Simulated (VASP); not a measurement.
In5GaAs6, 12 atoms in the cell. Symmetry: P-4m2, No. 115, tetragonal system. Conventional cell: a = 4.359 Å, b = 4.359 Å, c = 18.162 Å, α = 90.00°, β = 90.00°, γ = 90.00°. In (site symmetry 2mm) has 4 As at 2.67 to 2.68 Å within 3.5 Å. Within 3.5 Å of In (site symmetry 2mm) lie 4 As at 2.67 Å. Within 3.5 Å of In (site symmetry -4m2) lie 4 As at 2.67 Å. Within 3.4 Å of Ga (site symmetry -4m2) lie 4 As at 2.56 Å. Within 3.5 Å of As (site symmetry 2mm) lie 4 In at 2.67 Å. As (site symmetry 2mm) has 4 In at 2.67 Å within 3.5 Å. As (site symmetry 2mm) has 2 Ga at 2.56 Å and 2 In at 2.68 Å within 3.4 Å. 

```yaml
Program: VASP 6.6.1
Task: single point
Functional: PBE
Potentials_or_basis: VASP PAW PBE potentials, release 64 (In_d, Ga_d, As)
Cutoff: 520 eV
k_mesh: 4 × 4 × 1
Occupations: gaussian, width 0.1 eV
Spin: no spin polarisation
Dipole_correction: no
Further_INCAR_settings: ALGO = Normal; EDIFF = 1e-06; NBANDS = 66
```

Potentials or basis: VASP PAW PBE potentials, release 64 (In_d, Ga_d, As).

Run with:

```sh
$ cat potpaw_PBE.64/In_d/POTCAR potpaw_PBE.64/Ga_d/POTCAR potpaw_PBE.64/As/POTCAR > POTCAR
$ mpirun -np 1 vasp_std > vasp.out
```

Hardware: 1 thread of Intel(R) Xeon(R) 6975P-C (Granite Rapids), on a shared host.

Problem. Estimate the wall time of this run.

Solution. It took 95 s on 1 thread of Intel(R) Xeon(R) 6975P-C (Granite Rapids) (shared host), peak memory 0.41 GiB. Counts: scf iterations 15, k points 6.
